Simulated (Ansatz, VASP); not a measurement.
C: VASP beside Ansatz

```
C
1.0
    -2.46466    0.00000    0.00000
     0.00000    0.00000   -3.57197
     0.00000   -4.26892    0.00000
C
4
Cartesian
  -1.2323 -0.7835 0.0000
  0.0000 -2.8219 0.0000
  0.0000 -1.3510 0.0000
  -1.2323 -3.5814 0.0000
```

Change from the starting cell: mode 8 frozen in at -0.048 Å and mode 12 at -0.024 Å (largest displacements).

Alike in both runs: task single point; functional PBE; dispersion D3(BJ); k mesh 18 × 12 × 10; occupations gaussian, width 0.15 eV; no spin polarisation.

|  | VASP | Ansatz |
| --- | --- | --- |
| version | VASP 6.6.1 | Ansatz 0.2.0 |
| potentials or method | VASP PAW PBE potentials, release 64 (C), cutoff 520 eV | scalar-relativistic, plane waves, PAW |
| valence electrons in the cell | 16 | 16 |

VASP gave:

```
gap on the k mesh at the Fermi level (eV)                     : none
pressure (GPa)                                                : 2.8
traceless stress, the component that is largest in VASP (GPa) : 8.84
rms of the force components (eV/Å)                            : 2.622
```

Problem. Estimate Ansatz's values.

Solution. gap on the k mesh at the Fermi level (eV): none; pressure (GPa): 2.5; traceless stress, the component that is largest in VASP (GPa): 8.57; rms of the force components (eV/Å): 2.630.

Atom by atom the forces differ by 0.008 eV/Å (rms over components). A gap of «none» marks a metal or a gap that the smearing closes.
